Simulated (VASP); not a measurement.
Write the native input for VASP 6.6.1 that does the following.

* Task: single point
* Functional: PBEsol
* Potentials or basis: VASP PAW PBE potentials, release 64 (Hg)
* Cutoff: 520 eV
* k mesh: 12 × 12 × 12
* Occupations: gaussian, width 0.1 eV
* Spin: no spin polarisation
* Dipole correction: no
* Further INCAR settings: ALGO = Fast; EDIFF = 1e-06; NBANDS = 19

The structure of Hg lies in POSCAR:

```
Hg
1.0
    3.8941747159      0.0000000000      0.0000000000
    0.0000000000      3.8941747159      0.0000000000
    0.0000000000      0.0000000000      3.1841585634
Hg
2
Direct
    0.0000000000      0.0000000000      0.0000000000
    0.5000000000      0.5000000000      0.5000000000
```

This cell differs from its parent crystal: biaxial strain in the a-b plane: +3.0 %, then relaxed in part.

One way to write it, as run:

INCAR

```
SYSTEM = Hg
ALGO = Fast
EDIFF = 1E-6
ENCUT = 520
GGA = PS
ISIF = 2
ISMEAR = 0
LASPH = .True.
LCHARG = .False.
LREAL = .False.
LWAVE = .False.
NBANDS = 19
NELM = 80
PREC = Accurate
SIGMA = 0.1
```

KPOINTS

```
k-points
0
Gamma
  12 12 12
  0 0 0
```

Potentials or basis: VASP PAW PBE potentials, release 64 (Hg).

Command:

```bash
$ cat potpaw_PBE.64/Hg/POTCAR > POTCAR
$ mpirun -np 1 vasp_std > vasp.out
```

Results of the run:

The pressure is -0.1 GPa and the band gap on the k mesh is zero (band 12 reaches 4.53 eV, above the bottom of band 13 at 0.56 eV).

Caveat: the cell differs from its parent crystal (biaxial strain in the a-b plane: +3.0 %, then relaxed in part); the PAW data sets were made with another functional, which shifts forces and pressure a little; spin-orbit coupling is left out, which moves the levels of the heavy elements.

Wall time 3.6 min on 1 thread of Oxide Virtual Turin-like Processor, with other jobs on the host, peak memory 0.23 GiB.
